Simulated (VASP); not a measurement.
# Mn2ZnAs2 in VASP: single point with HSE06

Aim: the single point of Mn2ZnAs2 with HSE06.

Everything below comes from runs of VASP 6.6.1. Logs are shortened: lines on timing, memory, paths and dates and some standing lists are left out, and cuts for length are marked.

## Step 1: The cell of the first run

The typed cell holds 5 atoms: a = 4.160 Å, b = 4.160 Å, c = 6.669 Å, α = 90.00°, β = 90.00°, γ = 120.00°.

## Step 2: Single point, HSE06, collinear spin, ferromagnetic start

The input, POSCAR:

```
Mn2ZnAs2
1.0
    4.1597240000      0.0000000000      0.0000000000
   -2.0798620000      3.6024280000      0.0000000000
    0.0000000000      0.0000000000      6.6693590000
Mn As Zn
2 2 1
Direct
    0.3333000000      0.6667000000      0.3694400000
    0.6667000000      0.3333000000      0.6305600000
    0.3333000000      0.6667000000      0.7679300000
    0.6667000000      0.3333000000      0.2320700000
    0.0000000000      0.0000000000      0.0000000000
```

The input, INCAR.step1:

```
PREC = Accurate
ENCUT = 400
EDIFF = 1E-5
ISMEAR = 0
SIGMA = 0.1749
LREAL = False
LASPH = True
NELM = 200
ALGO = Normal
ISIF = 2
LWAVE = True
LCHARG = False
ISPIN = 2
MAGMOM = 4.36 4.36 0 0 0
LORBIT = 11
LMAXMIX = 4
GGA = PE
NBANDS = 36
GGA_COMPAT = False
```

The input, INCAR.step2:

```
PREC = Accurate
ENCUT = 400
EDIFF = 1E-6
ISMEAR = 0
SIGMA = 0.1749
LREAL = False
LASPH = True
NELM = 200
ALGO = Normal
ISIF = 2
LWAVE = False
LCHARG = False
ISPIN = 2
MAGMOM = 4.36 4.36 0 0 0
LORBIT = 11
LMAXMIX = 4
GGA = PE
LHFCALC = True
HFSCREEN = 0.2079
PRECFOCK = Normal
ISTART = 1
NBANDS = 36
GGA_COMPAT = False
```

The input, KPOINTS:

```
Automatic mesh
0
Gamma
  3 3 2
```

Potentials or basis: VASP PAW PBE potentials, release 64 (Mn_pv, As, Zn).

The run is started by

```
> cat potpaw_PBE.64/Mn_pv/POTCAR potpaw_PBE.64/As/POTCAR potpaw_PBE.64/Zn/POTCAR > POTCAR
> cp INCAR.step1 INCAR
> mpirun -np 1 vasp_std > vasp.out
> cp INCAR.step2 INCAR
> mpirun -np 1 vasp_std > vasp.out
```

OUTCAR:

```text
PREC = Accurate
   ENCUT = 400
   EDIFF = 1E-6
   ISMEAR = 0
   LREAL = False
   LASPH = True
   NELM = 200
   ISIF = 2
   ISPIN = 2
   LORBIT = 11
   GGA = PE
   LHFCALC = True
   HFSCREEN = 0.2079
   PRECFOCK = Normal
   ISTART = 1

 ion  position               nearest neighbor table
   1  0.333  0.667  0.369-   4 2.57   4 2.57   4 2.57   3 2.66   2 2.97   2 2.97   2 2.97
   2  0.667  0.333  0.631-   3 2.57   3 2.57   3 2.57   4 2.66   1 2.97   1 2.97   1 2.97
   3  0.333  0.667  0.768-   2 2.57   2 2.57   2 2.57   1 2.66   5 2.86   5 2.86   5 2.86
   4  0.667  0.333  0.232-   1 2.57   1 2.57   1 2.57   2 2.66   5 2.86   5 2.86   5 2.86
   5  0.000  0.000  0.000-   3 2.86   4 2.86   4 2.86   3 2.86   4 2.86   3 2.86

  LATTYP: Found a hexagonal cell.
 ALAT       =     4.1597240000
 C/A-ratio  =     1.6033176720

  Lattice vectors:

 A1 = (   4.1597240000,   0.0000000000,   0.0000000000)
 A2 = (  -2.0798620000,   3.6024280000,   0.0000000000)
 A3 = (   0.0000000000,   0.0000000000,   6.6693590000)

Analysis of symmetry for initial positions (statically):
=====================================================================
 Subroutine PRICEL returns:
 Original cell was already a primitive cell.

 Routine SETGRP: Setting up the symmetry group for a
 hexagonal supercell.

 Subroutine GETGRP returns: Found  4 space group operations
 (whereof  4 operations were pure point group operations)
 out of a pool of 24 trial point group operations.

The static configuration has the point symmetry C_2h.

Analysis of symmetry for dynamics (positions and initial velocities):
=====================================================================
 Subroutine PRICEL returns:
 Original cell was already a primitive cell.

 Routine SETGRP: Setting up the symmetry group for a
 hexagonal supercell.

 Subroutine GETGRP returns: Found  4 space group operations
 (whereof  4 operations were pure point group operations)
 out of a pool of 24 trial point group operations.

The dynamic configuration has the point symmetry C_2h.

Analysis of structural, dynamic, and magnetic symmetry:
=====================================================================
 Subroutine PRICEL returns:
 Original cell was already a primitive cell.

 Routine SETGRP: Setting up the symmetry group for a
 hexagonal supercell.

 Subroutine GETGRP returns: Found  4 space group operations
 (whereof  4 operations were pure point group operations)
 out of a pool of 24 trial point group operations.

The overall configuration has the point symmetry C_2h.

 Subroutine INISYM returns: Found  4 space group operations
 (whereof  4 operations are pure point group operations),
 and found     1 'primitive' translations

----------------------------------------------------------------------------------------

                                     Primitive cell

  volume of cell :      99.9411

  direct lattice vectors                    reciprocal lattice vectors
     4.159724000  0.000000000  0.000000000     0.240400565  0.138795279  0.000000000
    -2.079862000  3.602428000  0.000000000     0.000000000  0.277590558  0.000000000
     0.000000000  0.000000000  6.669359000     0.000000000  0.000000000  0.149939447

  length of vectors
     4.159724000  4.159725163  6.669359000     0.277590636  0.277590558  0.149939447

  position of ions in fractional coordinates (direct lattice)
     0.333300000  0.666700000  0.369440000
     0.666700000  0.333300000  0.630560000
     0.333300000  0.666700000  0.767930000
     0.666700000  0.333300000  0.232070000
     0.000000000  0.000000000  0.000000000

  ion indices of the primitive-cell ions
   primitive index   ion index
                 1           1
                 2           2
                 3           3
                 4           4
                 5           5

[... 35 lines left out ...]
  0.333333  0.333333  0.500000      2.000000
   k-points           NKPTS =      8   k-points in BZ     NKDIM =     18   number of bands    NBANDS=     36
   number of dos      NEDOS =    301   number of ions     NIONS =      5
   total plane-waves  NPLWV =  37632
   dimension x,y,z NGX =    28 NGY =   28 NGZ =   48
   dimension x,y,z NGXF=    56 NGYF=   56 NGZF=   96
   ions per type =               2   2   1
   NGX,Y,Z   is equivalent  to a cutoff of  11.19, 11.19, 11.96 a.u.
   NGXF,Y,Z  is equivalent  to a cutoff of  22.38, 22.38, 23.93 a.u.
 SYSTEM =  unknown system
   PREC   = accura    normal or accurate (medium, high low for compatibility)
   ISTART =      1    job   : 0-new  1-cont  2-samecut
   ICHARG =      0    charge: 1-file 2-atom 10-const
   ISPIN  =      2    spin polarized calculation?
   LNONCOLLINEAR =      F non collinear calculations
   LSORBIT =      F    spin-orbit coupling
   LASPH  =      T    aspherical Exc in radial PAW
   ENCUT  =  400.0 eV  29.40 Ry    5.42 a.u.   6.78  6.78 10.88*2*pi/ulx,y,z
   NELM   =    200;   NELMIN=  2; NELMDL=  0     # of ELM steps
   EDIFF  = 0.1E-05   stopping-criterion for ELM
   LREAL  =      F    real-space projection
   EDIFFG = 0.1E-04   stopping-criterion for IOM
   NSW    =      0    number of steps for IOM
   IBRION =     -1    ionic relax: 0-MD 1-quasi-New 2-CG
   NFREE  =      0    steps in history (QN), initial steepest desc. (CG)
   ISIF   =      2    stress and relaxation
   ISYM   =      3    0-nonsym 1-usesym 2-fastsym
   POTIM  = 0.5000    time-step for ionic-motion
   TEBEG  =    0.0;   TEEND  =   0.0 temperature during run
   PSTRESS=    0.0 pullay stress
   NELECT =      48.0000    total number of electrons
   NUPDOWN=      -1.0000    fix difference up-down
   EMIN   =  10.00;   EMAX   =-10.00  energy-range for DOS
   EFERMI =   0.00;   METHOD = LEGACY
   ISMEAR =     0;   SIGMA  =   0.17  broadening in eV -4-tet -1-fermi 0-gaus
   EFERMI_NEDOS =   21; number of points for ismear=-14 and -15
   IALGO  =     38    algorithm
   IMIX   =      1    mixing-type and parameters
     AMIX     =   0.40;   BMIX     =  1.00
     AMIX_MAG =   1.60;   BMIX_MAG =  1.00
  volume/ion in A,a.u.               =      19.99       134.89
  Fermi-wavevector in a.u.,A,eV,Ry     =   1.282057  2.422736 22.363483  1.643670
  Thomas-Fermi vector in A             =   2.414391
   LORBIT       =     11    0 simple, 1 ext, 2 COOP (PROOUT), +10 PAW based schemes
   GGA     = PE    functional components
   LHFCALC =     T    Hartree Fock is set to
   PRECFOCK=normal    Normal, Fast or Accurate (Low or Medium for compatibility)
   ENCUT4O =  -1.0   cutoff for four orbital integrals eV
   NKREDX  =     1    reduce k-point grid by
   NKREDY  =     1    reduce k-point grid by
   NKREDZ  =     1    reduce k-point grid by
   AEXX    =    0.2500 exact exchange contribution
   HFSCREEN=    0.2079 screening length (either q_TF or 0.3 A-1)
   HFSCREENC=   0.2079 screening length for correlation (either q_TF or 0.3 A-1)
   ENCUTFOCK=  -1.0 apply spherical cutoff to Coloumb kernel
   IVDW    =     0    specifies the selected vdW correction
   LEPSILON=     F    determine dielectric tensor
   LRPA    =     F    only Hartree local field effects (RPA)
 spin polarized calculation
 Gauss-broadening in eV      SIGMA  =   0.17
  energy-cutoff  :      400.00
  volume of cell :       99.94
 maximum number of plane-waves:      1836
  NGX = 24; NGY = 24; NGZ = 36

 number of electron      48.0000012 magnetization       9.7255950

 Free energy of the ion-electron system (eV)
  ---------------------------------------------------
  ext. energy  EPLUGINS =         0.00000000
  ---------------------------------------------------
  free energy    TOTEN  =       -39.00844058 eV

  energy without entropy =      -38.99343985  energy(sigma->0) =      -39.00094022

 E-fermi :   4.9542     XC(G=0):  -8.4777

 val. band max:        4.6832886679   @ k =   0.3333   0.3333   0.0000
 cond. band min:       5.0756890377   @ k =   0.0000   0.0000   0.0000
 fundamental gap:      0.3924003699
 Fermi energy:         4.9541956341

 spin component 1

 k-point     1 :       0.0000    0.0000    0.0000
  band No.  band energies     occupation
      1     -50.9074      1.00000
      2     -50.8804      1.00000
      3     -50.8754      1.00000
      4     -50.8754      1.00000
      5     -50.8499      1.00000
      6     -50.8498      1.00000
[... 301 lines left out ...]
     35      11.9757      0.00000
     36      11.9758      0.00000
 Fermi energy:         4.9541956341

 spin component 2

 k-point     1 :       0.0000    0.0000    0.0000
  band No.  band energies     occupation
      1     -44.4338      1.00000
      2     -44.4301      1.00000
      3     -44.4300      1.00000
      4     -44.4030      1.00000
      5     -44.3995      1.00000
      6     -44.3995      1.00000
[... 301 lines left out ...]
     35      12.8674      0.00000
     36      13.2340      0.00000

------------------------ aborting loop because EDIFF is reached ----------------------------------------

  FORCE on cell =-STRESS in cart. coord.  units (eV):
  Direction    XX          YY          ZZ          XY          YZ          ZX
  --------------------------------------------------------------------------------------
  -------------------------------------------------------------------------------------
  Total        0.5623780      0.5684537      0.0217181      0.0052614     -0.0027553      0.0047723
  in kB        9.0156073      9.1130083      0.3481675      0.0843459     -0.0441710      0.0765062
  external PRESSURE =       6.1589277 kB  Pullay stress =       0.0000000 kB

 VOLUME and BASIS-vectors are now :
 -----------------------------------------------------------------------------
  energy-cutoff  :      400.00
  volume of cell :       99.94
      direct lattice vectors                 reciprocal lattice vectors
     4.159724000  0.000000000  0.000000000     0.240400565  0.138795279  0.000000000
    -2.079862000  3.602428000  0.000000000     0.000000000  0.277590558  0.000000000
     0.000000000  0.000000000  6.669359000     0.000000000  0.000000000  0.149939447

 POSITION                                       TOTAL-FORCE (eV/Angst)
 -----------------------------------------------------------------------------------
     -0.00021      2.40174      2.46393         0.002223     -0.001284     -0.317415
      2.08007      1.20069      4.20543        -0.002223      0.001284      0.317415
     -0.00021      2.40174      5.12160         0.001336     -0.000771      0.090714
      2.08007      1.20069      1.54776        -0.001336      0.000771     -0.090714
      0.00000      0.00000      0.00000        -0.000000      0.000000      0.000000
 -----------------------------------------------------------------------------------
    total drift:                               -0.000002     -0.000000      0.000000

  FREE ENERGIE OF THE ION-ELECTRON SYSTEM (eV)
  ---------------------------------------------------
  free  energy   TOTEN  =       -39.0084405805 eV

  energy  without entropy=      -38.9934398498  energy(sigma->0) =      -39.00094022

 total charge

# of ion       s       p       d       tot
------------------------------------------
    1        0.277   6.230   4.870  11.377
    2        0.277   6.230   4.870  11.377
    3        1.221   1.639   0.027   2.887
    4        1.221   1.639   0.027   2.887
    5        0.467   0.260   9.802  10.529
--------------------------------------------------
tot          3.462  15.999  19.595  39.056

 magnetization (x)

# of ion       s       p       d       tot
------------------------------------------
    1        0.041   0.058   4.327   4.426
    2        0.041   0.058   4.327   4.426
    3        0.009  -0.006   0.009   0.012
    4        0.009  -0.006   0.009   0.012
    5        0.053   0.013   0.007   0.073
--------------------------------------------------
tot          0.153   0.116   8.680   8.949
```

Wall time 1.7 h (1 thread of Intel Xeon 8259CL, shared host); peak memory 0.38 GiB.

Results:

- Free energy: -39.0084 eV
- Pressure: 0.6 GPa
- Largest force: 0.317 eV/Å
- Net moment: 9.73 μB per cell
- Site moments: Mn +4.43; As +0.01; Zn +0.07 μB
- Valence electrons inside the program's atomic spheres: Mn 11.38; As 2.89; Zn 10.53

Forces in eV/Å, atoms in the order of the input:
```
Mn   0.002 -0.001 -0.317
Mn  -0.002  0.001  0.317
As   0.001 -0.001  0.091
As  -0.001  0.001 -0.091
Zn   0.000  0.000  0.000
```

Caveat: the k points lie up to 0.58 Å⁻¹ apart; the PAW data sets were made with another functional, which shifts forces and pressure a little; the run started ferromagnetic, and an antiferromagnetic order may lie lower in energy.
